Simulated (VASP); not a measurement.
# AgBr2 (P-4m2) in VASP: further runs

Runs on AgBr2. Level: PBE. Tasks: single point, relaxation of cell and atoms.

All numbers are computed with VASP 6.6.1; they aren't measurements. Logs are shortened: lines on timing, memory, paths and dates and some standing lists are left out, and cuts for length are marked.

### 1 The cell of the first run

The structure is tetragonal, space group P-4m2 (No. 115). Conventional cell: a = 3.976 Å, b = 3.976 Å, c = 6.258 Å, α = 90.00°, β = 90.00°, γ = 90.00°. Within 3.4 Å of Ag (site symmetry -4m2) lie 4 Br at 2.60 Å. Within 3.4 Å of Br (site symmetry 2mm) lie 2 Ag at 2.60 Å.

### 2 Single point, PBE

Contents of INCAR:

```
ALGO     = Normal         # electronic algorithm
EDIFF    = 1E-6           # SCF threshold, eV
ENCUT    = 520            # plane-wave cutoff, eV
GGA      = PE             # functional
ISIF     = 2              # what is computed and relaxed
ISMEAR   = 0              # smearing method
LASPH    = T              # aspherical terms in the spheres
LCHARG   = F              # write CHGCAR
LREAL    = F              # projectors in reciprocal space
LWAVE    = F              # write WAVECAR
NBANDS   = 20             # bands
NELM     = 100            # most SCF steps
PREC     = Accurate       # precision mode
SIGMA    = 0.1            # smearing width, eV
```

Contents of KPOINTS:

```
k-points
0
Gamma
  12 12 8
```

Contents of POSCAR:

```
AgBr2
1.0
    3.9762572656      0.0000000000      0.0000000000
    0.0000000000      3.9762572656      0.0000000000
    0.0000000000      0.0000000000      6.2580253001
Ag Br
1 2
Direct
    0.0000000000      0.0000000000      0.0000000000
    0.5000000000      0.0000000000      0.2675219369
    0.0000000000      0.5000000000      0.7324780631
```

Potentials or basis: VASP PAW PBE potentials, release 64 (Ag, Br).

Command:

```console
$ cat potpaw_PBE.64/Ag/POTCAR potpaw_PBE.64/Br/POTCAR > POTCAR
$ mpirun -np 1 vasp_std > vasp.out
```

OUTCAR:

```text
EDIFF = 1E-6
   ENCUT = 520
   GGA = PE
   ISIF = 2
   ISMEAR = 0
   LASPH = T
   LREAL = F
   NELM = 100
   PREC = Accurate

 ion  position               nearest neighbor table
   1  0.000  0.000  0.000-   2 2.60   3 2.60   3 2.60   2 2.60
   2  0.500  0.000  0.268-   1 2.60   1 2.60
   3  0.000  0.500  0.732-   1 2.60   1 2.60

  LATTYP: Found a simple tetragonal cell.
 ALAT       =     3.9762572656
 C/A-ratio  =     1.5738481899

  Lattice vectors:

 A1 = (   3.9762572656,   0.0000000000,   0.0000000000)
 A2 = (   0.0000000000,   3.9762572656,   0.0000000000)
 A3 = (   0.0000000000,   0.0000000000,   6.2580253001)

Analysis of symmetry for initial positions (statically):
=====================================================================
 Subroutine PRICEL returns:
 Original cell was already a primitive cell.

 Routine SETGRP: Setting up the symmetry group for a
 simple tetragonal supercell.

 Subroutine GETGRP returns: Found  8 space group operations
 (whereof  8 operations were pure point group operations)
 out of a pool of 16 trial point group operations.

The static configuration has the point symmetry D_2d.

Analysis of symmetry for dynamics (positions and initial velocities):
=====================================================================
 Subroutine PRICEL returns:
 Original cell was already a primitive cell.

 Routine SETGRP: Setting up the symmetry group for a
 simple tetragonal supercell.

 Subroutine GETGRP returns: Found  8 space group operations
 (whereof  8 operations were pure point group operations)
 out of a pool of 16 trial point group operations.

The dynamic configuration has the point symmetry D_2d.

 Subroutine INISYM returns: Found  8 space group operations
 (whereof  8 operations are pure point group operations),
 and found     1 'primitive' translations

----------------------------------------------------------------------------------------

                                     Primitive cell

  volume of cell :      98.9433

  direct lattice vectors                    reciprocal lattice vectors
     3.976257266  0.000000000  0.000000000     0.251492782  0.000000000  0.000000000
     0.000000000  3.976257266  0.000000000     0.000000000  0.251492782  0.000000000
     0.000000000  0.000000000  6.258025300     0.000000000  0.000000000  0.159794816

  length of vectors
     3.976257266  3.976257266  6.258025300     0.251492782  0.251492782  0.159794816

  position of ions in fractional coordinates (direct lattice)
     0.000000000  0.000000000  0.000000000
     0.500000000  0.000000000  0.267521937
     0.000000000  0.500000000  0.732478063

  ion indices of the primitive-cell ions
   primitive index   ion index
                 1           1
                 2           2
                 3           3

----------------------------------------------------------------------------------------

 KPOINTS: k-points

Automatic generation of k-mesh.
 Grid dimensions read from file:
 generate k-points for:   12   12    8

 Generating k-lattice:

  Cartesian coordinates                     Fractional coordinates (reciprocal lattice)
     0.020957732  0.000000000  0.000000000     0.083333333  0.000000000  0.000000000
     0.000000000  0.020957732  0.000000000     0.000000000  0.083333333  0.000000000
     0.000000000  0.000000000  0.019974352     0.000000000  0.000000000  0.125000000

  Length of vectors
     0.020957732  0.020957732  0.019974352

  Shift w.r.t. Gamma in fractional coordinates (k-lattice)
     0.000000000  0.000000000  0.000000000

 Subroutine IBZKPT returns following result:
 ===========================================

 Found    140 irreducible k-points:

 Following reciprocal coordinates:
            Coordinates               Weight
  0.000000  0.000000  0.000000      1.000000
  0.083333  0.000000  0.000000      4.000000
  0.166667  0.000000  0.000000      4.000000
  0.250000  0.000000  0.000000      4.000000
  0.333333  0.000000  0.000000      4.000000
  0.416667  0.000000  0.000000      4.000000
[... 16 lines left out ...]
  0.333333  0.333333  0.000000      4.000000
  0.416667  0.333333  0.000000      8.000000
 [... further k-points ...]
   k-points           NKPTS =    140   k-points in BZ     NKDIM =    140   number of bands    NBANDS=     20
   number of dos      NEDOS =    301   number of ions     NIONS =      3
   total plane-waves  NPLWV =  43200
   dimension x,y,z NGX =    30 NGY =   30 NGZ =   48
   dimension x,y,z NGXF=    60 NGYF=   60 NGZF=   96
   ions per type =               1   2
   NGX,Y,Z   is equivalent  to a cutoff of  12.54, 12.54, 12.75 a.u.
   NGXF,Y,Z  is equivalent  to a cutoff of  25.09, 25.09, 25.50 a.u.
 SYSTEM =  unknown system
   PREC   = accura    normal or accurate (medium, high low for compatibility)
   ISTART =      0    job   : 0-new  1-cont  2-samecut
   ICHARG =      2    charge: 1-file 2-atom 10-const
   ISPIN  =      1    spin polarized calculation?
   LNONCOLLINEAR =      F non collinear calculations
   LSORBIT =      F    spin-orbit coupling
   LASPH  =      T    aspherical Exc in radial PAW
   ENCUT  =  520.0 eV  38.22 Ry    6.18 a.u.   7.39  7.39 11.64*2*pi/ulx,y,z
   NELM   =    100;   NELMIN=  2; NELMDL= -5     # of ELM steps
   EDIFF  = 0.1E-05   stopping-criterion for ELM
   LREAL  =      F    real-space projection
   EDIFFG = 0.1E-04   stopping-criterion for IOM
   NSW    =      0    number of steps for IOM
   IBRION =     -1    ionic relax: 0-MD 1-quasi-New 2-CG
   NFREE  =      0    steps in history (QN), initial steepest desc. (CG)
   ISIF   =      2    stress and relaxation
   ISYM   =      2    0-nonsym 1-usesym 2-fastsym
   POTIM  = 0.5000    time-step for ionic-motion
   TEBEG  =    0.0;   TEEND  =   0.0 temperature during run
   PSTRESS=    0.0 pullay stress
   NELECT =      25.0000    total number of electrons
   NUPDOWN=      -1.0000    fix difference up-down
   EMIN   =  10.00;   EMAX   =-10.00  energy-range for DOS
   EFERMI =   0.00;   METHOD = LEGACY
   ISMEAR =     0;   SIGMA  =   0.10  broadening in eV -4-tet -1-fermi 0-gaus
   EFERMI_NEDOS =   21; number of points for ismear=-14 and -15
   IALGO  =     38    algorithm
   IMIX   =      4    mixing-type and parameters
     AMIX     =   0.40;   BMIX     =  1.00
     AMIX_MAG =   1.60;   BMIX_MAG =  1.00
  volume/ion in A,a.u.               =      32.98       222.57
  Fermi-wavevector in a.u.,A,eV,Ry     =   1.034966  1.955802 14.573943  1.071155
  Thomas-Fermi vector in A             =   2.169287
   LORBIT       =      0    0 simple, 1 ext, 2 COOP (PROOUT), +10 PAW based schemes
   GGA     = PE    functional components
   LHFCALC =     F    Hartree Fock is set to
   AEXX    =    0.0000 exact exchange contribution
   IVDW    =     0    specifies the selected vdW correction
   LEPSILON=     F    determine dielectric tensor
   LRPA    =     F    only Hartree local field effects (RPA)
 non-spin polarized calculation
 Gauss-broadening in eV      SIGMA  =   0.10
  energy-cutoff  :      520.00
  volume of cell :       98.94
 maximum number of plane-waves:      2712
 NGX is ok and might be reduce to    30
   NGX = 15   NGY = 15   NGZ = 23

 number of electron      24.9999999 magnetization

 Free energy of the ion-electron system (eV)
  ---------------------------------------------------
  ext. energy  EPLUGINS =         0.00000000
  ---------------------------------------------------
  free energy    TOTEN  =        -6.37424090 eV

  energy without entropy =       -6.35334517  energy(sigma->0) =       -6.36379304

 E-fermi :  -0.0551     XC(G=0):  -8.0291

 val. band max:       -0.0560395182   @ k =   0.4167   0.0000   0.5000
 cond. band min:      -0.0507120435   @ k =   0.4167   0.0000   0.3750
 fundamental gap:      0.0053274748
 Fermi energy:        -0.0550548182

 k-point     1 :       0.0000    0.0000    0.0000
  band No.  band energies     occupation
      1     -14.0016      2.00000
      2     -13.6773      2.00000
      3      -3.8337      2.00000
      4      -3.8337      2.00000
      5      -3.7012      2.00000
      6      -3.5424      2.00000
[... 12 lines left out ...]
     19       9.7359      0.00000
     20      10.4829      0.00000

 k-point     2 :       0.0833    0.0000    0.0000
  band No.  band energies     occupation
      1     -13.9883      2.00000
      2     -13.6745      2.00000
      3      -3.8712      2.00000
      4      -3.8295      2.00000
      5      -3.6317      2.00000
      6      -3.5260      2.00000
[... 12 lines left out ...]
     19       9.8207      0.00000
     20      10.4236      0.00000

 k-point     3 :       0.1667    0.0000    0.0000
  band No.  band energies     occupation
      1     -13.9508      2.00000
      2     -13.6679      2.00000
      3      -3.9222      2.00000
      4      -3.8179      2.00000
      5      -3.5392      2.00000
      6      -3.4242      2.00000
[... 12 lines left out ...]
     19       9.8816      0.00000
     20      10.3383      0.00000

 k-point     4 :       0.2500    0.0000    0.0000
  band No.  band energies     occupation
      1     -13.8954      2.00000
      2     -13.6624      2.00000
      3      -3.9565      2.00000
      4      -3.8020      2.00000
      5      -3.5004      2.00000
      6      -3.2005      2.00000
[... 12 lines left out ...]
     19       9.6853      0.00000
     20      10.3040      0.00000

 k-point     5 :       0.3333    0.0000    0.0000
  band No.  band energies     occupation
      1     -13.8315      2.00000
      2     -13.6645      2.00000
      3      -3.9620      2.00000
      4      -3.7859      2.00000
      5      -3.4810      2.00000
      6      -2.9553      2.00000
[... 12 lines left out ...]
     19       9.8142      0.00000
     20      10.1080      0.00000

 k-point     6 :       0.4167    0.0000    0.0000
  band No.  band energies     occupation
      1     -13.7701      2.00000
      2     -13.6800      2.00000
      3      -3.9375      2.00000
      4      -3.7739      2.00000
      5      -3.4963      2.00000
      6      -3.1329      2.00000
[... 12 lines left out ...]
     19       9.7819      0.00000
     20       9.8642      0.00000

 k-point     7 :       0.5000    0.0000    0.0000
  band No.  band energies     occupation
      1     -13.7306      2.00000
      2     -13.7026      2.00000
      3      -3.9159      2.00000
      4      -3.7695      2.00000
      5      -3.5234      2.00000
      6      -3.1937      2.00000
[... 12 lines left out ...]
     19       9.5003      0.00000
     20       9.8693      0.00000
[... 277 lines left out ...]
 k-point    20 :       0.3333    0.2500    0.0000
  band No.  band energies     occupation
      1     -13.7482      2.00000
      2     -13.6292      2.00000
      3      -4.0806      2.00000
      4      -3.6015      2.00000
      5      -3.3215      2.00000
      6      -3.1953      2.00000
[... 12 lines left out ...]
     19      10.4111      0.00000
     20      10.7090      0.00000

 k-point    21 :       0.4167    0.2500    0.0000
  band No.  band energies     occupation
      1     -13.6976      2.00000
      2     -13.6346      2.00000
      3      -4.0760      2.00000
      4      -3.5494      2.00000
      5      -3.4011      2.00000
      6      -3.1970      2.00000
[... 12 lines left out ...]
     19      10.4358      0.00000
     20      11.2991      0.00000

 k-point    22 :       0.5000    0.2500    0.0000
  band No.  band energies     occupation
      1     -13.6649      2.00000
      2     -13.6506      2.00000
      3      -4.0693      2.00000
      4      -3.5034      2.00000
      5      -3.4714      2.00000
      6      -3.1859      2.00000
[... 12 lines left out ...]
     19      10.4611      0.00000
     20      11.5060      0.00000

 k-point    23 :       0.3333    0.3333    0.0000
  band No.  band energies     occupation
      1     -13.7007      2.00000
      2     -13.6162      2.00000
      3      -4.0989      2.00000
      4      -3.5302      2.00000
      5      -3.3281      2.00000
      6      -3.2488      2.00000
[... 12 lines left out ...]
     19      10.5185      0.00000
     20      10.9592      0.00000

 k-point    24 :       0.4167    0.3333    0.0000
  band No.  band energies     occupation
      1     -13.6581      2.00000
      2     -13.6139      2.00000
      3      -4.0966      2.00000
      4      -3.4721      2.00000
      5      -3.4102      2.00000
      6      -3.2381      2.00000
[... 12 lines left out ...]
     19      11.1167      0.00000
     20      11.2996      0.00000

 [... further k-points ...]

------------------------ aborting loop because EDIFF is reached ----------------------------------------

  FORCE on cell =-STRESS in cart. coord.  units (eV):
  Direction    XX          YY          ZZ          XY          YZ          ZX
  --------------------------------------------------------------------------------------
  -------------------------------------------------------------------------------------
  Total       -0.0249767     -0.0249767      0.0015155      0.0000000      0.0000000      0.0000000
  in kB       -0.4044451     -0.4044451      0.0245403      0.0000000      0.0000000      0.0000000
  external PRESSURE =      -0.2614500 kB  Pullay stress =       0.0000000 kB

 VOLUME and BASIS-vectors are now :
 -----------------------------------------------------------------------------
  energy-cutoff  :      520.00
  volume of cell :       98.94
      direct lattice vectors                 reciprocal lattice vectors
     3.976257266  0.000000000  0.000000000     0.251492782  0.000000000  0.000000000
     0.000000000  3.976257266  0.000000000     0.000000000  0.251492782  0.000000000
     0.000000000  0.000000000  6.258025300     0.000000000  0.000000000  0.159794816

 POSITION                                       TOTAL-FORCE (eV/Angst)
 -----------------------------------------------------------------------------------
      0.00000      0.00000      0.00000         0.000000      0.000000      0.000000
      1.98813      0.00000      1.67416         0.000000      0.000000      0.003777
      0.00000      1.98813      4.58387         0.000000     -0.000000     -0.003777
 -----------------------------------------------------------------------------------
    total drift:                                0.000000     -0.000000     -0.000000

  FREE ENERGIE OF THE ION-ELECTRON SYSTEM (eV)
  ---------------------------------------------------
  free  energy   TOTEN  =        -6.3742409031 eV

  energy  without entropy=       -6.3533451683  energy(sigma->0) =       -6.36379304
```

Run time: 2.8 min. Hardware: 1 thread of AMD EPYC 7R13 (Zen 3), shared host; peak memory 0.36 GiB.

What came out:

```
Free energy   : -6.3742 eV
Pressure      : 0.0 GPa
Largest force : 0.004 eV/Å
```

Forces in eV/Å, atoms in the order of the input:
```
Ag   0.000  0.000  0.000
Br   0.000  0.000  0.004
Br   0.000  0.000 -0.004
```

Levels at points of the mesh, in eV from the Fermi level:
| k point | band 10 | band 11 | band 12 | band 13 | band 14 | band 15 | band 16 | band 17 |
| --- | --- | --- | --- | --- | --- | --- | --- | --- |
| (0.00, 0.00, 0.00) | -1.05 | 0.03 | 0.35 | 0.35 | 3.21 | 6.03 | 8.01 | 9.41 |
| (0.50, 0.00, 0.00) | -0.92 | -0.87 | -0.24 | -0.06 | 5.46 | 7.08 | 7.82 | 9.00 |
| (0.50, 0.50, 0.00) | -1.21 | -1.20 | -0.96 | -0.96 | 5.42 | 5.82 | 5.82 | 8.17 |
| (0.00, 0.00, 0.50) | -0.83 | -0.65 | 0.10 | 0.10 | 4.60 | 5.76 | 8.55 | 8.62 |
| (0.50, 0.00, 0.50) | -0.37 | -0.28 | -0.24 | -0.03 | 4.55 | 6.29 | 8.65 | 9.25 |
| (0.50, 0.50, 0.50) | -1.73 | -1.11 | -1.11 | -0.78 | 6.44 | 6.95 | 6.95 | 9.36 |

Caveat: this functional lacks dispersion, which binds the layers, so the pressure and a relaxed spacing across them are unreliable; an odd number of electrons without spin polarisation forces a metal; a magnetic or distorted state may lie lower.

[end of part 1 of 2]
